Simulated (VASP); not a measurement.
# Sn (Fd-3m) in VASP: further runs, part 2 of 2

VASP 6.6.1. Earlier steps stand in the parts before.

## 4. Relaxation of cell and atoms, PBE, non-collinear spin, zero start, spin-orbit coupling

INCAR reads:

```
PREC     = Accurate       # precision mode
ENCUT    = 600            # plane-wave cutoff, eV
EDIFF    = 1E-6           # SCF threshold, eV
ISMEAR   = -1             # smearing method
SIGMA    = 0.05           # smearing width, eV
LREAL    = False          # projectors in reciprocal space
LASPH    = True           # aspherical terms in the spheres
NELM     = 150            # most SCF steps
ALGO     = Normal         # electronic algorithm
ISIF     = 3              # what is computed and relaxed
LWAVE    = False          # write WAVECAR
LCHARG   = False          # write CHGCAR
LNONCOLLINEAR= True           # non-collinear magnetism
MAGMOM   = 0 0 0 0 0 0    # initial moments
LORBIT   = 11             # projections on sites
LSORBIT  = True           # spin-orbit coupling
GGA_COMPAT= False        
LORBMOM  = True         
GGA      = PE             # functional
IBRION   = 2              # ionic algorithm
NSW      = 80             # ionic steps
EDIFFG   = -0.02          # ionic threshold
```

KPOINTS reads:

```
Automatic mesh
0
Gamma
  5 5 5
```

POSCAR reads:

```
Sn
1.0
    0.0000000000      3.2333428000      3.2333428000
    3.2333428000      0.0000000000      3.2333428000
    3.2333428000      3.2333428000      0.0000000000
Sn
2
Direct
    0.7500000000      0.7500000000      0.7500000000
    0.5000000000      0.5000000000      0.5000000000
```

Potentials or basis: VASP PAW PBE potentials, release 64 (Sn_d).

The run is started by

```sh
> cat potpaw_PBE.64/Sn_d/POTCAR > POTCAR
> mpirun -np 1 vasp_ncl > vasp.out
```

OUTCAR:

```text
PREC = Accurate
   ENCUT = 600
   EDIFF = 1E-6
   ISMEAR = -1
   LREAL = False
   LASPH = True
   NELM = 150
   ISIF = 3
   LNONCOLLINEAR = True
   LORBIT = 11
   LSORBIT = True
   GGA = PE
   IBRION = 2
   NSW = 80
   EDIFFG = -0.02

 ion  position               nearest neighbor table
   1  0.750  0.750  0.750-   2 2.80   2 2.80   2 2.80   2 2.80
   2  0.500  0.500  0.500-   1 2.80   1 2.80   1 2.80   1 2.80

  LATTYP: Found a face centered cubic cell.
 ALAT       =     6.4666856000

  Lattice vectors:

 A1 = (   0.0000000000,   3.2333428000,   3.2333428000)
 A2 = (   3.2333428000,   0.0000000000,   3.2333428000)
 A3 = (   3.2333428000,   3.2333428000,   0.0000000000)

Analysis of symmetry for initial positions (statically):
=====================================================================
 Subroutine PRICEL returns:
 Original cell was already a primitive cell.

 Routine SETGRP: Setting up the symmetry group for a
 face centered cubic supercell.

 Subroutine GETGRP returns: Found 48 space group operations
 (whereof 24 operations were pure point group operations)
[... 1133 lines left out ...]
     0.0000000     0.0000000     0.0000000     0.0000000     0.0000000     0.0000000     0.0000000
     0.0000000     0.0000000     0.0000000     0.0000000     0.0000000     0.0000000     0.0000000
     0.0000000     0.0000000     0.0000000     0.0000000     0.0000000     0.0000000     0.0000000
     0.0000000     0.0000000     0.0000000     0.0000000     0.0000000     0.0000000     0.0000000
     0.0000000     0.0000000     0.0000000     0.0000000     0.0000000     0.0000000     0.0000000

 Ion:    2  E_soc:     -0.1163892
 l=   1
     0.0000000    -0.0132007    -0.0132007
    -0.0132007     0.0000000    -0.0132007
    -0.0132007    -0.0132007     0.0000000
 l=   2
     0.0000000    -0.0012285     0.0000000    -0.0012285    -0.0049690
    -0.0012285     0.0000000    -0.0037267    -0.0012285    -0.0012422
     0.0000000    -0.0037267     0.0000000    -0.0037267     0.0000000
    -0.0012285    -0.0012285    -0.0037267     0.0000000    -0.0012422
    -0.0049690    -0.0012422     0.0000000    -0.0012422     0.0000000
 l=   3
     0.0000000     0.0000000     0.0000000     0.0000000     0.0000000     0.0000000     0.0000000
     0.0000000     0.0000000     0.0000000     0.0000000     0.0000000     0.0000000     0.0000000
     0.0000000     0.0000000     0.0000000     0.0000000     0.0000000     0.0000000     0.0000000
     0.0000000     0.0000000     0.0000000     0.0000000     0.0000000     0.0000000     0.0000000
     0.0000000     0.0000000     0.0000000     0.0000000     0.0000000     0.0000000     0.0000000
     0.0000000     0.0000000     0.0000000     0.0000000     0.0000000     0.0000000     0.0000000
     0.0000000     0.0000000     0.0000000     0.0000000     0.0000000     0.0000000     0.0000000

 total charge

# of ion       s       p       d       tot
------------------------------------------
    1        1.173   1.145   9.960  12.278
    2        1.173   1.145   9.960  12.278
--------------------------------------------------
tot          2.346   2.290  19.920  24.556

 magnetization (x)

# of ion       s       p       d       tot
------------------------------------------
    1       -0.000   0.000   0.000   0.000
    2       -0.000   0.000  -0.000   0.000
--------------------------------------------------
tot         -0.000   0.000  -0.000   0.000

 magnetization (y)

# of ion       s       p       d       tot
------------------------------------------
    1       -0.000   0.000   0.000   0.000
    2       -0.000   0.000   0.000   0.000
--------------------------------------------------
tot         -0.000   0.000   0.000   0.000

 magnetization (z)

# of ion       s       p       d       tot
------------------------------------------
    1       -0.000   0.000   0.000   0.000
    2       -0.000   0.000   0.000  -0.000
--------------------------------------------------
tot         -0.000   0.000   0.000   0.000
```

CONTCAR:

```text
Sn
   1.00000000000000
    -0.0000000000000000    3.3319822947873656    3.3319822947873656
     3.3319822947873656    0.0000000000000000    3.3319822947873656
     3.3319822947873656    3.3319822947873656    0.0000000000000000
  Sn
     2
Direct
     0.7500000000000000    0.7500000000000000    0.7500000000000000
     0.5000000000000000    0.5000000000000000    0.5000000000000000

  0.00000000E+00  0.00000000E+00  0.00000000E+00
  0.00000000E+00  0.00000000E+00  0.00000000E+00
```

Wall time 12 min (1 thread of AMD EPYC 7R13, shared host); peak memory 0.45 GiB.

Results:

```
Free energy                                           : -7.7359 eV
Relaxed volume                                        : 36.99 Å³/atom
Relaxed cell                                          : a = 4.712 Å, b = 4.712 Å, c = 4.712 Å, α = 60.00°, β = 60.00°, γ = 60.00°
Space group after relaxing (to 0.05 Å)                : Fd-3m (No. 227)
Energy gained by relaxing                             : 35.7 meV/atom
Ionic steps                                           : 3
Pressure after relaxing                               : 0.0 GPa
Net moment                                            : 0.00 μB per cell
Valence electrons inside the program's atomic spheres : Sn 12.28
```

The path:
```csv
step,energy change (eV),largest force (eV/Å),pressure (GPa),volume (Å³)
1,0.0000,0.0000,3.96,67.61
2,-0.0655,0.0000,-0.84,76.10
3,-0.0713,0.0000,0.01,73.98
```

Final structure:
```yaml
crystal:
  lattice:
    - [0.00000, 3.33198, 3.33198]
    - [3.33198, 0.00000, 3.33198]
    - [3.33198, 3.33198, 0.00000]
  atoms:
    - { symbol: Sn, position: [0.75000, 0.75000, 0.75000] }
    - { symbol: Sn, position: [0.50000, 0.50000, 0.50000] }
```

Moments on the atoms (μB; x, y, z):
```
Sn  0.00 0.00 0.00
Sn  0.00 0.00 0.00
```

## 5. Single point, RPBE+D3(BJ)

This run uses another cell than the first one, of 31.77 Å³/atom, 0.940 times its volume.

INCAR reads:

```
PREC = Accurate ; ENCUT = 520
EDIFF = 1E-6 ; ISMEAR = -1
SIGMA = 0.05 ; LREAL = False
LASPH = True ; NELM = 60
ALGO = Normal ; ISIF = 2
LWAVE = False ; LCHARG = True
GGA = RP ; IVDW = 12
LELF = True ; LVHAR = True
NBANDS = 21
```

KPOINTS reads:

```
Automatic mesh
0
Gamma
  7 7 7
```

POSCAR reads:

```
Sn
1.0
    0.0000000000      3.1671117848      3.1671117848
    3.1671117848      0.0000000000      3.1671117848
    3.1671117848      3.1671117848      0.0000000000
Sn
2
Direct
    0.7500000000      0.7500000000      0.7500000000
    0.5000000000      0.5000000000      0.5000000000
```

The run is started by

```sh
> cat potpaw_PBE.64/Sn_d/POTCAR > POTCAR
> mpirun -np 1 vasp_std > vasp.out
```

Wall time 18 s (1 thread of AMD EPYC 9R45 (Zen 5), shared host); peak memory 0.18 GiB.

Results (log left out):

* Free energy: -9.9711 eV
* Pressure: 0.0 GPa
* Band gap on the k mesh: zero (filled and empty bands touch)
* Dispersion energy per atom: -1.626 eV

Levels at points of the mesh, in eV from the Fermi level:
```
           k point  band 11  band 12  band 13  band 14  band 15  band 16  band 17  band 18
(0.00, 0.00, 0.00)   -11.19    -0.13    -0.01    -0.01    -0.01     2.07     2.07     2.07
```

Caveat: the PAW data sets were made with another functional, which shifts forces and pressure a little; spin-orbit coupling is left out, which moves the levels of the heavy elements; pairwise dispersion overbinds metals, which lowers pressure and volume.

## 6. Single point, RPBE

INCAR reads:

```
SYSTEM = Sn
PREC = Accurate
ENCUT = 520
EDIFF = 1E-6
ISMEAR = 0
SIGMA = 0.1
LREAL = .False.
LASPH = .True.
NELM = 100
ALGO = Normal
ISIF = 2
LWAVE = .False.
LCHARG = .False.
GGA = RP
NBANDS = 21
```

KPOINTS reads:

```
regular mesh
0
Gamma
  7 7 7
  0 0 0
```

POSCAR reads:

```
Sn
1.0
    0.0000000000      3.2333428000      3.2333428000
    3.2333428000      0.0000000000      3.2333428000
    3.2333428000      3.2333428000      0.0000000000
Sn
2
Direct
    0.7500000000      0.7500000000      0.7500000000
    0.5000000000      0.5000000000      0.5000000000
```

Potentials or basis: VASP PAW PBE potentials, release 64 (Sn_d).

The run is started by

```sh
> cat potpaw_PBE.64/Sn_d/POTCAR > POTCAR
> mpirun -np 1 vasp_std > vasp.out
```

Run time: 18 s. Hardware: 1 thread of AMD EPYC 9R45 (Zen 5), shared host; peak memory 0.17 GiB.

Results (log left out):

* Free energy: -6.8981 eV
* Pressure: 5.2 GPa
* Band gap on the k mesh: zero (filled and empty bands touch)

Levels at points of the mesh, in eV from the Fermi level:
```csv
k point,band 12,band 13,band 14,band 15,band 16,band 17
"(0.00, 0.00, 0.00)",-0.52,0.04,0.04,0.04,2.13,2.13
```

Caveat: the PAW data sets were made with another functional, which shifts forces and pressure a little; spin-orbit coupling is left out, which moves the levels of the heavy elements.

## 7. Summary

```csv
task,level,spin,cell,k mesh,cutoff (eV),smearing,gap on the mesh (eV),pressure (GPa),moment (μB)
single point,PBE,"non-collinear, zero start, SOC","a = 4.573 Å, angles 60.0°, 2 atoms",5 × 5 × 5,520,fermi-dirac 0.05 eV,-,3.9,0.00
single point,PBE,"non-collinear, zero start, SOC","a = 4.714 Å, angles 60.0°, 2 atoms",5 × 5 × 5,520,fermi-dirac 0.05 eV,-,0.0,0.00
relaxation of cell and atoms,PBE,"non-collinear, zero start, SOC","relaxed from a = 4.573 Å, angles 60.0°, 2 atoms",5 × 5 × 5,600,fermi-dirac 0.05 eV,-,0.0,0.00
single point,RPBE+D3(BJ),off,"a = 4.479 Å, angles 60.0°, 2 atoms",7 × 7 × 7,520,fermi-dirac 0.05 eV,none,0.0,-
single point,RPBE,off,"a = 4.573 Å, angles 60.0°, 2 atoms",7 × 7 × 7,520,gaussian 0.1 eV,none,5.2,-
```

Alike in all rows: potentials or basis VASP PAW PBE potentials, release 64 (Sn_d).

Caveats: the PAW data sets were made with another functional, which shifts forces and pressure a little (some runs); spin-orbit coupling is left out, which moves the levels of the heavy elements (some runs); pairwise dispersion overbinds metals, which lowers pressure and volume (some runs).

Total energies depend on the potentials used, so only differences within one code and one set of settings carry meaning.
